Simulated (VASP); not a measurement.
# Si (Fd-3m) in VASP: a series of runs, part 3 of 4

VASP 6.6.1.

## (5) Electric field gradients, r2SCAN

This run uses another cell than the first one, of 20.16 Å³/atom, 1.063 times its volume.

Contents of POSCAR:

```
Si
1.0
    0.0000000000      2.7218511865      2.7218511865
    2.7218511865      0.0000000000      2.7218511865
    2.7218511865      2.7218511865      0.0000000000
Si
2
Direct
    0.7500000000      0.7500000000      0.7500000000
    0.5000000000      0.5000000000      0.5000000000
```

Contents of INCAR.step1:

```
SYSTEM = Si
  PREC = Accurate
  ENCUT = 520
  ISMEAR = -1
  SIGMA = 0.02
  LREAL = .FALSE.
  LASPH = .TRUE.
  NELM = 60
  NBANDS = 11
  GGA = PE
  ALGO = Normal
  EDIFF = 1E-4
  LWAVE = .TRUE.
  LCHARG = .FALSE.
```

Contents of INCAR.step2:

```
SYSTEM = Si
  PREC = Accurate
  ENCUT = 520
  EDIFF = 1E-8
  ISMEAR = -1
  SIGMA = 0.02
  LREAL = .FALSE.
  LASPH = .TRUE.
  NELM = 60
  ALGO = Normal
  ISIF = 2
  LWAVE = .FALSE.
  LCHARG = .FALSE.
  METAGGA = R2SCAN
  LMIXTAU = .TRUE.
  LEFG = .TRUE.
  NBANDS = 11
  ISTART = 1
```

Contents of KPOINTS:

```
regular mesh
0
G
  10 10 10
  0 0 0
```

Potentials or basis: VASP PAW PBE potentials, release 64 (Si).

Command:

```bash
$ cat potpaw_PBE.64/Si/POTCAR > POTCAR
$ cp INCAR.step1 INCAR
$ mpirun -np 1 vasp_std > vasp.out
$ cp INCAR.step2 INCAR
$ mpirun -np 1 vasp_std > vasp.out
```

OUTCAR:

```text
SYSTEM = Si
   PREC = Accurate
   ENCUT = 520
   EDIFF = 1E-8
   ISMEAR = -1
   LREAL = .FALSE.
   LASPH = .TRUE.
   NELM = 60
   ISIF = 2
   METAGGA = R2SCAN
   ISTART = 1

 ion  position               nearest neighbor table
   1  0.750  0.750  0.750-   2 2.36   2 2.36   2 2.36   2 2.36
   2  0.500  0.500  0.500-   1 2.36   1 2.36   1 2.36   1 2.36

  LATTYP: Found a face centered cubic cell.
 ALAT       =     5.4437023730

  Lattice vectors:

 A1 = (   0.0000000000,   2.7218511865,   2.7218511865)
 A2 = (   2.7218511865,   0.0000000000,   2.7218511865)
 A3 = (   2.7218511865,   2.7218511865,   0.0000000000)

Analysis of symmetry for initial positions (statically):
=====================================================================
 Subroutine PRICEL returns:
 Original cell was already a primitive cell.

 Routine SETGRP: Setting up the symmetry group for a
 face centered cubic supercell.

 Subroutine GETGRP returns: Found 48 space group operations
 (whereof 24 operations were pure point group operations)
 out of a pool of 48 trial point group operations.

The static configuration has the point symmetry T_d .
 The point group associated with its full space group is O_h .

Analysis of symmetry for dynamics (positions and initial velocities):
=====================================================================
 Subroutine PRICEL returns:
 Original cell was already a primitive cell.

 Routine SETGRP: Setting up the symmetry group for a
 face centered cubic supercell.

 Subroutine GETGRP returns: Found 48 space group operations
 (whereof 24 operations were pure point group operations)
 out of a pool of 48 trial point group operations.

The dynamic configuration has the point symmetry T_d .
 The point group associated with its full space group is O_h .

 Subroutine INISYM returns: Found 48 space group operations
 (whereof 24 operations are pure point group operations),
 and found     1 'primitive' translations

----------------------------------------------------------------------------------------

                                     Primitive cell

  volume of cell :      40.3295

  direct lattice vectors                    reciprocal lattice vectors
     0.000000000  2.721851186  2.721851186    -0.183698507  0.183698507  0.183698507
     2.721851186  0.000000000  2.721851186     0.183698507 -0.183698507  0.183698507
     2.721851186  2.721851186  0.000000000     0.183698507  0.183698507 -0.183698507

  length of vectors
     3.849278863  3.849278863  3.849278863     0.318175148  0.318175148  0.318175148

  position of ions in fractional coordinates (direct lattice)
     0.750000000  0.750000000  0.750000000
     0.500000000  0.500000000  0.500000000

  ion indices of the primitive-cell ions
   primitive index   ion index
                 1           1
                 2           2

----------------------------------------------------------------------------------------

 KPOINTS: regular mesh

Automatic generation of k-mesh.
[... 77 lines left out ...]
   NELECT =       8.0000    total number of electrons
   NUPDOWN=      -1.0000    fix difference up-down
   EMIN   =  10.00;   EMAX   =-10.00  energy-range for DOS
   EFERMI =   0.00;   METHOD = LEGACY
   ISMEAR =    -1;   SIGMA  =   0.02  broadening in eV -4-tet -1-fermi 0-gaus
   EFERMI_NEDOS =   21; number of points for ismear=-14 and -15
   IALGO  =     38    algorithm
   IMIX   =      4    mixing-type and parameters
     AMIX     =   0.40;   BMIX     =  1.00
     AMIX_MAG =   1.60;   BMIX_MAG =  1.00
  volume/ion in A,a.u.               =      20.16       136.08
  Fermi-wavevector in a.u.,A,eV,Ry     =   0.954766  1.804247 12.402783  0.911579
  Thomas-Fermi vector in A             =   2.083543
   LORBIT       =      0    0 simple, 1 ext, 2 COOP (PROOUT), +10 PAW based schemes
   METAGGA = R2SCAN    functional components
   LHFCALC =     F    Hartree Fock is set to
   AEXX    =    0.0000 exact exchange contribution
   IVDW    =     0    specifies the selected vdW correction
   LEPSILON=     F    determine dielectric tensor
   LRPA    =     F    only Hartree local field effects (RPA)
 non-spin polarized calculation
  energy-cutoff  :      520.00
  volume of cell :       40.33
 maximum number of plane-waves:      1106
 NGX is ok and might be reduce to    30
   NGX = 15   NGY = 15   NGZ = 15

 number of electron       8.0000001 magnetization

 Free energy of the ion-electron system (eV)
  ---------------------------------------------------
  ext. energy  EPLUGINS =         0.00000000
  ---------------------------------------------------
  free energy    TOTEN  =       -17.54985179 eV

  energy without entropy =      -17.54985179  energy(sigma->0) =      -17.54985179

 E-fermi :   6.0523     XC(G=0):  -9.8267

 val. band max:        5.6650022466   @ k =   0.0000   0.0000   0.0000
 cond. band min:       6.4574601713   @ k =   0.4000   0.4000   0.0000
 fundamental gap:      0.7924579247
 Fermi energy:         6.0522869399

 k-point     1 :       0.0000    0.0000    0.0000
  band No.  band energies     occupation
      1      -6.8104      2.00000
      2       5.6650      2.00000
      3       5.6650      2.00000
      4       5.6650      2.00000
      5       8.4202      0.00000
      6       8.4202      0.00000
      7       8.4202      0.00000
      8       9.5657      0.00000
      9      13.7884      0.00000
     10      13.7884      0.00000
     11      14.3355      0.00000
[... 309 lines left out ...]
 k-point    24 :       0.4000    0.3000    0.0000
  band No.  band energies     occupation
      1      -4.5472      2.00000
      2       0.0462      2.00000
      3       2.6920      2.00000
      4       3.1118      2.00000
      5       6.9329      0.00000
      6       8.1882      0.00000
      7      13.1015      0.00000
      8      13.1918      0.00000
      9      16.7104      0.00000
     10      17.2037      0.00000
     11      18.5936      0.00000

 [... further k-points ...]
[... 5 lines left out ...]
  --------------------------------------------------------------------------------------
  -------------------------------------------------------------------------------------
  Total       -0.0541900     -0.0541900     -0.0541900      0.0000000      0.0000000     -0.0000000
  in kB       -2.1528150     -2.1528150     -2.1528150      0.0000000      0.0000000     -0.0000000
  external PRESSURE =      -2.1528150 kB  Pullay stress =       0.0000000 kB

 VOLUME and BASIS-vectors are now :
 -----------------------------------------------------------------------------
  energy-cutoff  :      520.00
  volume of cell :       40.33
      direct lattice vectors                 reciprocal lattice vectors
     0.000000000  2.721851186  2.721851186    -0.183698507  0.183698507  0.183698507
     2.721851186  0.000000000  2.721851186     0.183698507 -0.183698507  0.183698507
     2.721851186  2.721851186  0.000000000     0.183698507  0.183698507 -0.183698507

 POSITION                                       TOTAL-FORCE (eV/Angst)
 -----------------------------------------------------------------------------------
      4.08278      4.08278      4.08278         0.000000     -0.000000     -0.000000
      2.72185      2.72185      2.72185        -0.000000      0.000000      0.000000
 -----------------------------------------------------------------------------------
    total drift:                                0.000000     -0.000000     -0.000000

  FREE ENERGIE OF THE ION-ELECTRON SYSTEM (eV)
  ---------------------------------------------------
  free  energy   TOTEN  =       -17.5498517884 eV

  energy  without entropy=      -17.5498517884  energy(sigma->0) =      -17.54985179

 Electric field gradients (V/A^2)
---------------------------------------------------------------------
 ion       V_xx      V_yy      V_zz      V_xy      V_xz      V_yz
---------------------------------------------------------------------
   1      -0.000     0.000    -0.000     0.000     0.000     0.000
   2      -0.000     0.000    -0.000     0.000     0.000     0.000
---------------------------------------------------------------------

 Electric field gradients after diagonalization (V/A^2)
 (convention: |V_zz| > |V_xx| > |V_yy|)
----------------------------------------------------------------------
 ion       V_xx      V_yy      V_zz     asymmetry (V_yy - V_xx)/ V_zz
----------------------------------------------------------------------
   1      -0.000    -0.000     0.000       0.000
   2      -0.000    -0.000     0.000       0.000
----------------------------------------------------------------------

           NMR quadrupolar parameters

 Cq : quadrupolar parameter    Cq=e*Q*V_zz/h
 eta: asymmetry parameters     (V_yy - V_xx)/ V_zz
 Q  : nuclear electric quadrupole moment in mb (millibarn)
----------------------------------------------------------------------
 ion       Cq(MHz)       eta       Q (mb)
----------------------------------------------------------------------
   1       0.000       0.000       1.000
   2       0.000       0.000       1.000
----------------------------------------------------------------------
```

Wall time 47 s (1 thread of Intel Xeon 6975P-C (Granite Rapids), shared host); peak memory 0.16 GiB.

Results:

```yaml
Free_energy: -17.5499 eV
Pressure: -0.2 GPa
Band_gap_on_the_k_mesh: 0.79 eV, indirect (least direct gap 2.76 eV)
```

Levels at points of the mesh, in eV from the valence-band top:
| k point | band 1 | band 2 | band 3 | band 4 | band 5 | band 6 | band 7 | band 8 |
| --- | --- | --- | --- | --- | --- | --- | --- | --- |
| (0.00, 0.00, 0.00) | -12.48 | 0.00 | 0.00 | 0.00 | 2.76 | 2.76 | 2.76 | 3.90 |
| (0.50, 0.00, 0.00) | -10.04 | -7.23 | -1.27 | -1.27 | 1.86 | 3.59 | 3.59 | 8.33 |
| (0.50, 0.50, 0.00) | -8.13 | -8.13 | -2.99 | -2.99 | 0.93 | 0.93 | 10.82 | 10.82 |

Caveat: without QUAD_EFG the Cq values of the log hold for a quadrupole moment of 1 mb, not for the nuclei; the PAW data sets were made with another functional, which shifts forces and pressure a little.

(Continued in part 4 of 4.)
